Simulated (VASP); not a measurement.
# K3TaO3 (P6/mmm) in VASP: a series of runs

K3TaO3 is run at these levels: PBE; tasks: single point, relaxation of cell and atoms.

Everything below comes from runs of VASP 6.6.1. Logs are shortened: lines on timing, memory, paths and dates and some standing lists are left out, and cuts for length are marked.

## (1) The cell of the first run

The structure is hexagonal, space group P6/mmm (No. 191). Conventional cell: a = 7.779 Å, b = 7.779 Å, c = 4.408 Å, α = 90.00°, β = 90.00°, γ = 120.00°. K (site symmetry mmm) has 2 O at 2.20 Å within 2.9 Å. Ta (site symmetry 6/mmm) has 6 K at 3.89 Å and 2 Ta at 4.41 Å and 12 O at 4.47 Å within 5.1 Å. O (site symmetry mmm) has 2 K at 2.20 Å within 2.9 Å.

The cell was built from a structure type or drawn by symmetry, and may not be a known phase.

## (2) Single point, PBE

Contents of INCAR:

```
  PREC = Accurate
  ENCUT = 520
  EDIFF = 1E-7
  ISMEAR = 0
  SIGMA = 0.15
  LREAL = False
  LASPH = True
  NELM = 100
  ALGO = Normal
  ISIF = 2
  LWAVE = False
  LCHARG = False
  GGA = PE
  NBANDS = 37
```

Contents of KPOINTS:

```
Automatic mesh
0
Gamma
  2 2 3
```

Contents of POSCAR:

```
K3TaO3
1.0
    7.7793338262      0.0000000000      0.0000000000
   -3.8896669131      6.7371007180      0.0000000000
    0.0000000000      0.0000000000      4.4076077200
K Ta O
3 1 3
Direct
    0.5000000000      0.0000000000      0.5000000000
    0.0000000000      0.5000000000      0.5000000000
    0.5000000000      0.5000000000      0.5000000000
    0.0000000000      0.0000000000      0.5000000000
    0.5000000000      0.0000000000      0.0000000000
    0.0000000000      0.5000000000      0.0000000000
    0.5000000000      0.5000000000      0.0000000000
```

Potentials or basis: VASP PAW PBE potentials, release 64 (K_sv, Ta_pv, O).

On the command line:

```sh
cat potpaw_PBE.64/K_sv/POTCAR potpaw_PBE.64/Ta_pv/POTCAR potpaw_PBE.64/O/POTCAR > POTCAR
mpirun -np 1 vasp_std > vasp.out
```

OUTCAR:

```text
PREC = Accurate
   ENCUT = 520
   EDIFF = 1E-7
   ISMEAR = 0
   LREAL = False
   LASPH = True
   NELM = 100
   ISIF = 2
   GGA = PE

 ion  position               nearest neighbor table
   1  0.500  0.000  0.500-   5 2.20   5 2.20
   2  0.000  0.500  0.500-   6 2.20   6 2.20
   3  0.500  0.500  0.500-   7 2.20   7 2.20
   4  0.000  0.000  0.500-
   5  0.500  0.000  0.000-   1 2.20   1 2.20
   6  0.000  0.500  0.000-   2 2.20   2 2.20
   7  0.500  0.500  0.000-   3 2.20   3 2.20

  LATTYP: Found a hexagonal cell.
 ALAT       =     7.7793338262
 C/A-ratio  =     0.5665790694

  Lattice vectors:

 A1 = (   7.7793338262,   0.0000000000,   0.0000000000)
 A2 = (  -3.8896669131,   6.7371007180,   0.0000000000)
 A3 = (   0.0000000000,   0.0000000000,   4.4076077200)

Analysis of symmetry for initial positions (statically):
=====================================================================
 Subroutine PRICEL returns:
 Original cell was already a primitive cell.

 Routine SETGRP: Setting up the symmetry group for a
 hexagonal supercell.

 Subroutine GETGRP returns: Found 24 space group operations
 (whereof 24 operations were pure point group operations)
 out of a pool of 24 trial point group operations.

The static configuration has the point symmetry D_6h.

Analysis of symmetry for dynamics (positions and initial velocities):
=====================================================================
 Subroutine PRICEL returns:
 Original cell was already a primitive cell.

 Routine SETGRP: Setting up the symmetry group for a
 hexagonal supercell.

 Subroutine GETGRP returns: Found 24 space group operations
 (whereof 24 operations were pure point group operations)
 out of a pool of 24 trial point group operations.

The dynamic configuration has the point symmetry D_6h.

 Subroutine INISYM returns: Found 24 space group operations
 (whereof 24 operations are pure point group operations),
 and found     1 'primitive' translations

----------------------------------------------------------------------------------------

                                     Primitive cell

  volume of cell :     231.0034

  direct lattice vectors                    reciprocal lattice vectors
     7.779333826  0.000000000  0.000000000     0.128545711  0.074215901  0.000000000
    -3.889666913  6.737100718  0.000000000     0.000000000  0.148431802  0.000000000
     0.000000000  0.000000000  4.407607720     0.000000000  0.000000000  0.226880445

  length of vectors
     7.779333826  7.779333826  4.407607720     0.148431802  0.148431802  0.226880445

  position of ions in fractional coordinates (direct lattice)
     0.500000000  0.000000000  0.500000000
     0.000000000  0.500000000  0.500000000
     0.500000000  0.500000000  0.500000000
     0.000000000  0.000000000  0.500000000
     0.500000000  0.000000000  0.000000000
     0.000000000  0.500000000  0.000000000
     0.500000000  0.500000000  0.000000000

  ion indices of the primitive-cell ions
   primitive index   ion index
                 1           1
                 2           2
                 3           3
                 4           4
                 5           5
                 6           6
                 7           7

----------------------------------------------------------------------------------------

 KPOINTS: Automatic mesh

Automatic generation of k-mesh.
 Grid dimensions read from file:
 generate k-points for:    2    2    3

 Generating k-lattice:

  Cartesian coordinates                     Fractional coordinates (reciprocal lattice)
     0.064272856  0.037107951  0.000000000     0.500000000  0.000000000  0.000000000
     0.000000000  0.074215901  0.000000000     0.000000000  0.500000000  0.000000000
     0.000000000  0.000000000  0.075626815     0.000000000  0.000000000  0.333333333

  Length of vectors
     0.074215901  0.074215901  0.075626815

  Shift w.r.t. Gamma in fractional coordinates (k-lattice)
     0.000000000  0.000000000  0.000000000

 Subroutine IBZKPT returns following result:
 ===========================================

 Found      4 irreducible k-points:

 Following reciprocal coordinates:
            Coordinates               Weight
  0.000000  0.000000  0.000000      1.000000
  0.500000 -0.000000  0.000000      3.000000
  0.000000  0.000000  0.333333      2.000000
  0.500000 -0.000000  0.333333      6.000000
   k-points           NKPTS =      4   k-points in BZ     NKDIM =      4   number of bands    NBANDS=     37
   number of dos      NEDOS =    301   number of ions     NIONS =      7
   total plane-waves  NPLWV = 129600
   dimension x,y,z NGX =    60 NGY =   60 NGZ =   36
   dimension x,y,z NGXF=   120 NGYF=  120 NGZF=   72
   ions per type =               3   1   3
   NGX,Y,Z   is equivalent  to a cutoff of  12.82, 12.82, 13.58 a.u.
   NGXF,Y,Z  is equivalent  to a cutoff of  25.64, 25.64, 27.16 a.u.
 SYSTEM =  unknown system
   PREC   = accura    normal or accurate (medium, high low for compatibility)
   ISTART =      0    job   : 0-new  1-cont  2-samecut
   ICHARG =      2    charge: 1-file 2-atom 10-const
   ISPIN  =      1    spin polarized calculation?
   LNONCOLLINEAR =      F non collinear calculations
   LSORBIT =      F    spin-orbit coupling
   LASPH  =      T    aspherical Exc in radial PAW
   ENCUT  =  520.0 eV  38.22 Ry    6.18 a.u.  14.46 14.46  8.20*2*pi/ulx,y,z
   NELM   =    100;   NELMIN=  2; NELMDL= -5     # of ELM steps
   EDIFF  = 0.1E-06   stopping-criterion for ELM
   LREAL  =      F    real-space projection
   EDIFFG = 0.1E-05   stopping-criterion for IOM
   NSW    =      0    number of steps for IOM
   IBRION =     -1    ionic relax: 0-MD 1-quasi-New 2-CG
   NFREE  =      0    steps in history (QN), initial steepest desc. (CG)
   ISIF   =      2    stress and relaxation
   ISYM   =      2    0-nonsym 1-usesym 2-fastsym
   POTIM  = 0.5000    time-step for ionic-motion
   TEBEG  =    0.0;   TEEND  =   0.0 temperature during run
   PSTRESS=    0.0 pullay stress
   NELECT =      56.0000    total number of electrons
   NUPDOWN=      -1.0000    fix difference up-down
   EMIN   =  10.00;   EMAX   =-10.00  energy-range for DOS
   EFERMI =   0.00;   METHOD = LEGACY
   ISMEAR =     0;   SIGMA  =   0.15  broadening in eV -4-tet -1-fermi 0-gaus
   EFERMI_NEDOS =   21; number of points for ismear=-14 and -15
   IALGO  =     38    algorithm
   IMIX   =      4    mixing-type and parameters
     AMIX     =   0.40;   BMIX     =  1.00
     AMIX_MAG =   1.60;   BMIX_MAG =  1.00
  volume/ion in A,a.u.               =      33.00       222.70
  Fermi-wavevector in a.u.,A,eV,Ry     =   1.020778  1.928991 14.177109  1.041988
  Thomas-Fermi vector in A             =   2.154366
   LORBIT       =      0    0 simple, 1 ext, 2 COOP (PROOUT), +10 PAW based schemes
   GGA     = PE    functional components
   LHFCALC =     F    Hartree Fock is set to
   AEXX    =    0.0000 exact exchange contribution
   IVDW    =     0    specifies the selected vdW correction
   LEPSILON=     F    determine dielectric tensor
   LRPA    =     F    only Hartree local field effects (RPA)
 non-spin polarized calculation
 Gauss-broadening in eV      SIGMA  =   0.15
  energy-cutoff  :      520.00
  volume of cell :      231.00
 maximum number of plane-waves:      6232
 NGX is ok and might be reduce to    60
   NGX = 29   NGY = 29   NGZ = 17

 number of electron      55.9999986 magnetization

 Free energy of the ion-electron system (eV)
  ---------------------------------------------------
  ext. energy  EPLUGINS =         0.00000000
  ---------------------------------------------------
  free energy    TOTEN  =       -21.28102935 eV

  energy without entropy =      -21.02807161  energy(sigma->0) =      -21.15455048

 E-fermi :  -1.5384     XC(G=0):  -6.9543

 val. band max:       -1.5433734927   @ k =   0.0000   0.0000   0.0000
 cond. band min:      -1.5357998070   @ k =   0.0000   0.0000   0.3333
 fundamental gap:      0.0075736858
 Fermi energy:        -1.5383934529

 k-point     1 :       0.0000    0.0000    0.0000
  band No.  band energies     occupation
      1     -37.6412      2.00000
      2     -37.5143      2.00000
      3     -37.5143      2.00000
      4     -30.2020      2.00000
      5     -30.1780      2.00000
      6     -30.1780      2.00000
[... 29 lines left out ...]
     36       2.2509      0.00000
     37       4.2084      0.00000

 k-point     2 :       0.5000   -0.0000    0.0000
  band No.  band energies     occupation
      1     -37.6412      2.00000
      2     -37.5143      2.00000
      3     -37.5143      2.00000
      4     -30.1940      2.00000
      5     -30.1860      2.00000
      6     -30.1780      2.00000
[... 29 lines left out ...]
     36       3.6094      0.00000
     37       3.6835      0.00000

 k-point     3 :       0.0000    0.0000    0.3333
  band No.  band energies     occupation
      1     -37.6445      2.00000
      2     -37.5141      2.00000
      3     -37.5141      2.00000
      4     -30.1864      2.00000
      5     -30.1628      2.00000
      6     -30.1628      2.00000
[... 29 lines left out ...]
     36       2.0840      0.00000
     37       2.7710      0.00000

 k-point     4 :       0.5000   -0.0000    0.3333
  band No.  band energies     occupation
      1     -37.6445      2.00000
      2     -37.5141      2.00000
      3     -37.5141      2.00000
      4     -30.1785      2.00000
      5     -30.1707      2.00000
      6     -30.1627      2.00000
[... 29 lines left out ...]
     36       1.7392      0.00000
     37       4.0147      0.00000

------------------------ aborting loop because EDIFF is reached ----------------------------------------

  FORCE on cell =-STRESS in cart. coord.  units (eV):
  Direction    XX          YY          ZZ          XY          YZ          ZX
  --------------------------------------------------------------------------------------
  -------------------------------------------------------------------------------------
  Total        1.0090858      1.0090858      1.1006319      0.0000000      0.0000000      0.0000000
  in kB        6.9987467      6.9987467      7.6336860      0.0000000      0.0000000      0.0000000
  external PRESSURE =       7.2103931 kB  Pullay stress =       0.0000000 kB

 VOLUME and BASIS-vectors are now :
 -----------------------------------------------------------------------------
  energy-cutoff  :      520.00
  volume of cell :      231.00
      direct lattice vectors                 reciprocal lattice vectors
     7.779333826  0.000000000  0.000000000     0.128545711  0.074215901  0.000000000
    -3.889666913  6.737100718  0.000000000     0.000000000  0.148431802  0.000000000
     0.000000000  0.000000000  4.407607720     0.000000000  0.000000000  0.226880445

 POSITION                                       TOTAL-FORCE (eV/Angst)
 -----------------------------------------------------------------------------------
      3.88967      0.00000      2.20380        -0.000000      0.000000      0.000000
     -1.94483      3.36855      2.20380        -0.000000      0.000000      0.000000
      1.94483      3.36855      2.20380        -0.000000      0.000000      0.000000
      0.00000      0.00000      2.20380        -0.000000      0.000000      0.000000
      3.88967      0.00000      0.00000        -0.000000      0.000000      0.000000
     -1.94483      3.36855      0.00000        -0.000000      0.000000      0.000000
      1.94483      3.36855      0.00000         0.000000      0.000000      0.000000
 -----------------------------------------------------------------------------------
    total drift:                                0.000000     -0.000000     -0.000000

  FREE ENERGIE OF THE ION-ELECTRON SYSTEM (eV)
  ---------------------------------------------------
  free  energy   TOTEN  =       -21.2810293467 eV

  energy  without entropy=      -21.0280716143  energy(sigma->0) =      -21.15455048
```

Wall time 1.7 min (1 thread of Intel Xeon 6975P-C (Granite Rapids), shared host); peak memory 0.35 GiB.

Results:

| Quantity | Value |
| --- | --- |
| Free energy | -21.2810 eV |
| Pressure | 0.7 GPa |
| Band gap on the k mesh | zero (bands 28 and 29 overlap by 0.18 eV) |

Caveat: the k points lie up to 0.48 Å⁻¹ apart; spin-orbit coupling is left out, which moves the levels of the heavy elements.

## (3) Relaxation of cell and atoms, PBE

This run uses another cell than the first one, of 25.62 Å³/atom.

Contents of INCAR:

```
SYSTEM = K3TaO3
PREC = Accurate ; ENCUT = 600
EDIFF = 1E-7 ; ISMEAR = 0
SIGMA = 0.15 ; LREAL = .False.
LASPH = .True. ; NELM = 60
ALGO = Normal ; ISIF = 3
LWAVE = .False. ; LCHARG = .False.
GGA = PE ; IBRION = 2
NSW = 36 ; EDIFFG = -0.08
```

Contents of KPOINTS:

```
regular mesh
0
Gamma
  2 2 3
  0 0 0
```

POSCAR: that of step 2 with these lines changed.

```diff
@@ -2,5 +2,5 @@
 1.0
-    7.7793338262      0.0000000000      0.0000000000
-   -3.8896669131      6.7371007180      0.0000000000
-    0.0000000000      0.0000000000      4.4076077200
+    6.3544578200      0.0000000000      0.0000000000
+   -3.1772289100      5.5031219000      0.0000000000
+    0.0000000000      0.0000000000      5.1284649800
 K Ta O
```

Potentials or basis: VASP PAW PBE potentials, release 64 (K_sv, Ta_pv, O).

On the command line:

```sh
cat potpaw_PBE.64/K_sv/POTCAR potpaw_PBE.64/Ta_pv/POTCAR potpaw_PBE.64/O/POTCAR > POTCAR
mpirun -np 1 vasp_std > vasp.out
```

Run time: 11 min. Hardware: 1 thread of Intel Xeon 6975P-C (Granite Rapids), shared host; peak memory 0.37 GiB.

The run converged. Its results:

```
Free energy                           : -21.1828 eV
Relaxed volume                        : 32.84 Å³/atom
Relaxed cell                          : a = 7.725 Å, b = 7.725 Å, c = 4.448 Å, α = 90.00°, β = 90.00°, γ = 120.00°
Space group after relaxing (to 0.1 Å) : P6/mmm (No. 191)
Energy gained by relaxing             : 231.3 meV/atom
Ionic steps                           : 11
Pressure after relaxing               : 0.0 GPa
Band gap on the k mesh                : zero (bands 28 and 29 overlap by 0.19 eV)
```

Stress tensor (GPa, compression positive):
```
 0.15  0.00  0.00
 0.00  0.15  0.00
 0.00  0.00 -0.37
```

The path:
```tsv
step	energy change (eV)	largest force (eV/Å)	pressure (GPa)	volume (Å³)
1	0.0000	0.0000	0.25	179.34
2	-0.8081	0.0000	1.89	179.64
3	-1.0507	0.0000	2.70	178.75
4	0.7321	0.0000	12.93	173.66
5	-1.0813	0.0000	2.76	178.49
6	-0.8843	0.0000	5.92	176.55
7	-1.1122	0.0000	3.00	178.11
8	-1.0806	0.0000	4.21	177.40
9	-1.1162	0.0000	3.40	177.85
10	-1.4138	0.0000	1.91	195.93
11	-1.6191	0.0000	-0.02	229.85
```

Final structure:
```
CELL_PARAMETERS angstrom
7.72480 0.00000 0.00000
-3.86240 6.68988 0.00000
0.00000 0.00000 4.44778
ATOMIC_POSITIONS crystal
K 0.50000 0.00000 0.50000
K 0.00000 0.50000 0.50000
K 0.50000 0.50000 0.50000
Ta 0.00000 0.00000 0.50000
O 0.50000 0.00000 0.00000
O 0.00000 0.50000 0.00000
O 0.50000 0.50000 0.00000
```

Levels at points of the mesh, in eV from the Fermi level:
| k point | band 26 | band 27 | band 28 | band 29 | band 30 | band 31 |
| --- | --- | --- | --- | --- | --- | --- |
| (0.00, 0.00, 0.00) | -0.07 | 0.00 | 0.00 | 0.26 | 0.31 | 0.31 |
| (0.50, 0.00, 0.00) | -0.03 | 0.09 | 0.19 | 0.22 | 0.27 | 0.29 |

Caveat: the k points lie up to 0.47 Å⁻¹ apart in the final cell; the volume moved by over 15 % at a fixed basis, so the end points are rough; spin-orbit coupling is left out, which moves the levels of the heavy elements.
